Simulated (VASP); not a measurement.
Input of a VASP 6.6.1 run:

Contents of INCAR:

```
  AGGAC = 1.0
  AGGAX = 1.0
  ALDAC = 0.0
  ALDAX = 1.0
  ALGO = Normal
  EDIFF = 1E-6
  ENCUT = 520
  GGA = B5
  ISIF = 2
  ISMEAR = -1
  LASPH = T
  LCHARG = F
  LREAL = F
  LWAVE = F
  NBANDS = 12
  NELM = 60
  PREC = Accurate
  SIGMA = 0.1
```

File KPOINTS:

```
k-points
0
Gamma
  5 5 5
```

The input POSCAR:

```
Sb
1.0
    2.1283567848      1.2288073626      8.5155473417
   -2.1283567848      1.2288073626      8.5155473417
    0.0000000000     -2.4576147252      8.5155473418
Sb
2
Direct
    0.1982491947      0.1982491947      0.1982491947
    0.8017508053      0.8017508053      0.8017508053
```

Potentials or basis: VASP PAW PBE potentials, release 64 (Sb).

The run is started by

```sh
$ cat potpaw_PBE.64/Sb/POTCAR > POTCAR
$ mpirun -np 1 vasp_std > vasp.out
```

**Question.** Estimate the band gap on the k mesh.

**Answer.** 1.33 eV, direct.

**Question.** What does it give for the largest force?

**Answer.** 0.102 eV/Å.

**Question.** Estimate the pressure.

**Answer.** 0.2 GPa.

Forces on the atoms (eV/Å):
```
Sb   0.000  0.000  0.102
Sb   0.000  0.000 -0.102
```

Caveat: the PAW data sets were made with another functional, which shifts forces and pressure a little; spin-orbit coupling is left out, which moves the levels of the heavy elements. As with any semilocal functional, this BLYP gap is likely too small.
